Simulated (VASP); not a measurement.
**LiF: relaxation of cell and atoms with PBE**

Crystal: LiF.

```
CELL_PARAMETERS angstrom
0.00000 2.03259 2.03259
2.03259 0.00000 2.03259
2.03259 2.03259 0.00000
ATOMIC_POSITIONS crystal
Li 0.50000 0.50000 0.50000
F 0.00000 0.00000 0.00000
```

The cell was generated, and may not be a known phase.

* Program: VASP 6.6.1
* Task: relaxation of cell and atoms
* Functional: PBE
* Potentials or basis: VASP PAW PBE potentials, release 64 (Li_sv, F)
* Cutoff: 600 eV
* k mesh: 10 × 10 × 10
* Occupations: gaussian, width 0.02 eV
* Spin: no spin polarisation
* Dipole correction: no
* Further INCAR settings: ALGO = Normal; EDIFF = 1e-07; IBRION = 2; EDIFFG = -0.01; NSW = 100; ISIF = 3

```yaml
Relaxed_volume: 8.31 Å³/atom
Relaxed_cell: a = 2.865 Å, b = 2.865 Å, c = 2.865 Å, α = 60.00°, β = 60.00°, γ = 60.00°
Space_group_after_relaxing_to_0.1_Å: Fm-3m (No. 225)
Energy_gained_by_relaxing: 0.1 meV/atom
Ionic_steps: 3
Pressure_after_relaxing: 0.1 GPa
Band_gap_on_the_k_mesh: 8.93 eV
```

The path:
| step | energy change (eV) | largest force (eV/Å) | pressure (GPa) | volume (Å³) |
| --- | --- | --- | --- | --- |
| 1 | 0.0000 | 0.0000 | -0.61 | 16.80 |
| 2 | -0.0002 | 0.0000 | -0.30 | 16.72 |
| 3 | -0.0003 | 0.0000 | 0.06 | 16.63 |

Final structure:
```cif
data_structure
_symmetry_space_group_name_H-M 'P 1'
_symmetry_Int_Tables_number 1
_cell_length_a 2.8649
_cell_length_b 2.8649
_cell_length_c 2.8649
_cell_angle_alpha 60.000
_cell_angle_beta 60.000
_cell_angle_gamma 60.000
_cell_volume 16.63
loop_
_atom_site_label
_atom_site_type_symbol
_atom_site_fract_x
_atom_site_fract_y
_atom_site_fract_z
_atom_site_occupancy
Li1 Li 0.50000 0.50000 0.50000 1
F1 F 0.00000 0.00000 0.00000 1
```

Levels at points of the mesh, in eV from the valence-band top:
| k point | band 2 | band 3 | band 4 | band 5 | band 6 | band 7 | band 8 | band 9 |
| --- | --- | --- | --- | --- | --- | --- | --- | --- |
| (0.00, 0.00, 0.00) | -19.93 | 0.00 | 0.00 | 0.00 | 8.93 | 23.74 | 23.74 | 23.74 |
| (0.50, 0.00, 0.00) | -19.51 | -2.47 | -0.22 | -0.22 | 10.68 | 16.53 | 18.76 | 18.76 |
| (0.50, 0.50, 0.00) | -19.25 | -2.93 | -0.97 | -0.97 | 14.65 | 16.39 | 17.24 | 20.03 |

Run time: 6.7 s on 1 thread of Intel(R) Xeon(R) 6975P-C (Granite Rapids), on a shared host, peak memory 0.13 GiB.

Caveat: the cutoff is under 1.25 times the usual one of these potentials, so pressure, stress and relaxed cells hold a basis-set (Pulay) error. A k mesh can miss the band edges.
